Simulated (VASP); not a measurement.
## Nb: relaxation of cell and atoms with PBEsol

Nb:

```
CELL_PARAMETERS angstrom
-1.59064 1.59064 1.59064
1.59064 -1.59064 1.59064
1.59064 1.59064 -1.59064
ATOMIC_POSITIONS crystal
Nb 0.00000 0.00000 0.00000
```

```json
{
  "Program": "VASP 6.6.1",
  "Task": "relaxation of cell and atoms",
  "Functional": "PBEsol",
  "Potentials or basis": "VASP PAW PBE potentials, release 64 (Nb_sv)",
  "Cutoff": "600 eV",
  "k mesh": "8 × 8 × 8",
  "Occupations": "gaussian, width 0.1 eV",
  "Spin": "no spin polarisation",
  "Dipole correction": "no",
  "Further INCAR settings": "ALGO = Normal; EDIFF = 1e-07; IBRION = 2; EDIFFG = -0.05; NSW = 80; ISIF = 3"
}
```

```
Relaxed volume                         : 17.56 Å³/atom
Relaxed cell                           : a = 2.836 Å, b = 2.836 Å, c = 2.836 Å, α = 109.47°, β = 109.47°, γ = 109.47°
Space group after relaxing (to 0.05 Å) : Im-3m (No. 229)
Energy gained by relaxing              : 82.4 meV/atom
Ionic steps                            : 4
Pressure after relaxing                : -0.1 GPa
```

Step by step:
```tsv
step	energy change (eV)	largest force (eV/Å)	pressure (GPa)	volume (Å³)
1	0.0000	0.0000	19.42	16.10
2	0.2301	0.0000	-24.46	21.09
3	-0.0821	0.0000	-1.04	17.65
4	-0.0824	0.0000	-0.09	17.56
```

Final structure:
```
Nb
1.0
    -1.63747    1.63747    1.63747
     1.63747   -1.63747    1.63747
     1.63747    1.63747   -1.63747
Nb
1
Cartesian
  0.0000 0.0000 0.0000
```

Levels at points of the mesh, in eV from the Fermi level:
| k point | band 4 | band 5 | band 6 | band 7 | band 8 | band 9 |
| --- | --- | --- | --- | --- | --- | --- |
| (0.00, 0.00, 0.00) | -29.38 | -5.87 | 0.49 | 0.49 | 0.49 | 3.49 |
| (0.50, 0.00, 0.00) | -29.39 | -3.71 | -1.61 | 2.55 | 3.53 | 4.24 |
| (0.50, 0.50, 0.50) | -30.39 | -3.74 | -3.74 | 5.94 | 5.94 | 5.94 |

Wall time 23 s on 1 thread of AMD EPYC 7R13 Processor (Zen 3) (shared host), peak memory 0.12 GiB.

Caveat: the PAW data sets were made with another functional, which shifts forces and pressure a little.
